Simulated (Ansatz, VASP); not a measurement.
PbF2 in VASP and in Ansatz

INCAR

```
PREC = Accurate
ENCUT = 520
EDIFF = 1E-8
ISMEAR = -1
SIGMA = 0.03
LREAL = F
LASPH = T
NELM = 100
ALGO = Normal
ISIF = 2
LWAVE = F
LCHARG = F
GGA = PE
LEFG = T
NBANDS = 21
```

Contents of KPOINTS:

```
regular mesh
0
Gamma
  8 8 8
```

The input POSCAR:

```
PbF2
1.0
    0.0000000000      2.4281896768      2.4281896768
    2.4281896768      0.0000000000      2.4281896768
    2.4281896768      2.4281896768      0.0000000000
Pb F
1 2
Direct
    0.0000000000      0.0000000000      0.0000000000
    0.2500000000      0.2500000000      0.2500000000
    0.7500000000      0.7500000000      0.7500000000
```

Input for Ansatz:

```yaml
crystal:
  lattice:
    - [0.0, 2.4281896768, 2.4281896768]
    - [2.4281896768, 0.0, 2.4281896768]
    - [2.4281896768, 2.4281896768, 0.0]
  atoms:
    - { symbol: Pb, position: [0.0, 0.0, 0.0] }
    - { symbol: F, position: [0.25, 0.25, 0.25] }
    - { symbol: F, position: [0.75, 0.75, 0.75] }
kpoints:
  mp_grid: { grid: [8, 8, 8] }
  band_path:
    path:
      - [0.0, 0.0, 0.0]
      - [0.5, 0.0, 0.5]
      - [0.625, 0.25, 0.625]
      - [0.375, 0.375, 0.75]
      - [0.0, 0.0, 0.0]
      - [0.5, 0.5, 0.5]
      - [0.5, 0.25, 0.75]
      - [0.5, 0.0, 0.5]
    npoints: 6
scf:
  occupations: { method: fermi_dirac, width: 0.03 }
hamiltonian:
  xc: pbe
  pseudopotentials: { kind: paw }
output:
  forces: true
  stress: true
  eigenvalues: true
  efg: { contact_densities: true }
  populations: true
  write_density: true
  write_potential: true
  elf: true
  volumetric_format: npy
```

Change from the starting cell: volume scaled by 0.55, PAW files.

Alike in both runs: task electric field gradients; functional PBE; k mesh 8 × 8 × 8; occupations fermi-dirac, width 0.03 eV; no spin polarisation.

```csv
,VASP,Ansatz
version,VASP 6.6.1,Ansatz 0.2.0
potentials or method,"VASP PAW PBE potentials, release 64 (Pb_d, F)","PAW with Ansatz's default frozen-core files, scalar-relativistic"
plane-wave cutoff (eV),520,420
valence electrons in the cell,28,28
```

Ansatz gave:

- gap on the k mesh at the Fermi level (eV): 2.77
- pressure (GPa): 188.9

Task: Estimate VASP's values.

Result: gap on the k mesh at the Fermi level (eV): 2.76; pressure (GPa): 189.7.

Both programs put the cell under a high pressure, so it lies far from rest at this level.

Neither program's run includes spin-orbit coupling. Noted on VASP's run: the cell as given lies far from equilibrium.
